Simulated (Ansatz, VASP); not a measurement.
**B3As4 in VASP and in Ansatz**

```
CELL_PARAMETERS angstrom
4.76896 0.00000 0.00000
0.00000 4.76896 0.00000
0.00000 0.00000 4.76896
ATOMIC_POSITIONS crystal
B 0.50000 0.00000 0.50000
B 0.00000 0.50000 0.50000
B 0.50000 0.50000 0.00000
As 0.75243 0.75243 0.24757
As 0.24757 0.24757 0.24757
As 0.75243 0.24757 0.75243
As 0.24757 0.75243 0.75243
```

Alike in both runs: task relaxation of cell and atoms; functional PBE; k mesh 6 × 6 × 6; occupations gaussian, width 0.1 eV; no spin polarisation.

|  | VASP | Ansatz |
| --- | --- | --- |
| version | VASP 6.6.1 | Ansatz 0.2.0 |
| potentials or method | VASP PAW PBE potentials, release 64 (B, As), cutoff 600 eV | scalar-relativistic, plane waves, PAW |
| valence electrons in the cell | 29 | 69 |

```tsv
	VASP	Ansatz	Ansatz less VASP
gap on the k mesh at the Fermi level, each at its own relaxed structure (eV)	none	none	-
relaxed volume (Å³/atom)	15.55	15.50	-0.055
relaxed cell length with the largest relative difference (Å)	4.775	4.769	-0.0057
```

A gap of «none» marks a metal or a gap that the smearing closes. VASP's potentials hold 29 valence electrons a cell and Ansatz's 69, so a difference there can come from the potentials and not from the codes.
